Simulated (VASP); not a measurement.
A run of VASP 6.6.1:

The input INCAR:

```
  ALGO = Normal
  EDIFF = 1E-6
  ENCUT = 520
  GGA = PE
  ISIF = 2
  ISMEAR = 0
  ISPIN = 2
  LASPH = True
  LCHARG = True
  LELF = True
  LMAXMIX = 4
  LORBIT = 11
  LREAL = False
  LVHAR = True
  LWAVE = False
  MAGMOM = 0.27 0.27 1.13 0
  NBANDS = 32
  NELM = 150
  PREC = Accurate
  SIGMA = 0.1
```

The input KPOINTS:

```
k-points
0
Gamma
  12 12 12
```

The input POSCAR:

```
Ti3Al
1.0
    0.0000000000      3.2625975915      3.2625975915
    3.2625975915      0.0000000000      3.2625975915
    3.2625975915      3.2625975915      0.0000000000
Ti Al
3 1
Direct
    0.7500000000      0.7500000000      0.7500000000
    0.2500000000      0.2500000000      0.2500000000
    0.0000000000      0.0000000000      0.0000000000
    0.5000000000      0.5000000000      0.5000000000
```

Potentials or basis: VASP PAW PBE potentials, release 64 (Ti_sv, Al).

Launch:

```console
$ cat potpaw_PBE.64/Ti_sv/POTCAR potpaw_PBE.64/Al/POTCAR > POTCAR
$ mpirun -np 1 vasp_std > vasp.out
```

Hardware: 1 thread of Oxide Virtual Turin-like Processor (shared host).

**Question.** How long does it take, and how much memory?

**Answer.** It took 9.7 min on 1 thread of Oxide Virtual Turin-like Processor (shared host), peak memory 0.35 GiB. Counts: scf iterations 16, k points 72.
